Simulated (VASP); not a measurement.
Input of a VASP 6.6.1 run:

The input INCAR:

```
  PREC = Accurate
  ENCUT = 520
  EDIFF = 1E-6
  ISMEAR = 0
  SIGMA = 0.05
  LREAL = F
  LASPH = T
  NELM = 100
  ALGO = Normal
  ISIF = 2
  LWAVE = F
  LCHARG = F
  GGA = RP
  NBANDS = 14
```

File KPOINTS:

```
regular mesh
0
Gamma
  10 10 10
```

POSCAR

```
HfN
1.0
    0.0000000000      2.2563071536      2.2563071536
    2.2563071536      0.0000000000      2.2563071536
    2.2563071536      2.2563071536      0.0000000000
Hf N
1 1
Direct
    0.5000000000      0.5000000000      0.5000000000
    0.0000000000      0.0000000000      0.0000000000
```

Potentials or basis: VASP PAW PBE potentials, release 64 (Hf_pv, N).

Run with:

```bash
$ cat potpaw_PBE.64/Hf_pv/POTCAR potpaw_PBE.64/N/POTCAR > POTCAR
$ mpirun -np 1 vasp_std > vasp.out
```

Task: What does it give for the pressure?

Result: 8.7 GPa.

Caveat: the PAW data sets were made with another functional, which shifts forces and pressure a little.
